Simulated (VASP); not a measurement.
GaSb:

```xyz
2
Lattice="0.0000 3.0659 2.9432 3.0659 0.0000 2.9432 3.0659 3.0659 0.0000" Properties=species:S:1:pos:R:3 pbc="T T T"
Ga    0.0000    0.0000    0.0000
Sb    1.5329    1.5329    1.4716
```

This cell differs from its parent crystal: uniaxial z strain -4.0%.

Program: VASP 6.6.1. Alike in all runs: task single point; potentials or basis VASP PAW PBE potentials, release 64 (Ga_d, Sb); cell as given; k mesh 8 × 8 × 8; cutoff (eV) 520; smearing fermi-dirac 0.02 eV. Hardware: 1 thread of Intel(R) Xeon(R) Platinum 8488C (Sapphire Rapids), on a shared host.

Question: Order these runs on this cell by their wall time, lowest first.
A. level PBE; spin off
B. level r2SCAN; spin off
C. level r2SCAN; spin non-collinear, zero start, SOC

Answer: A (22 s), B (82 s), C (750 s).
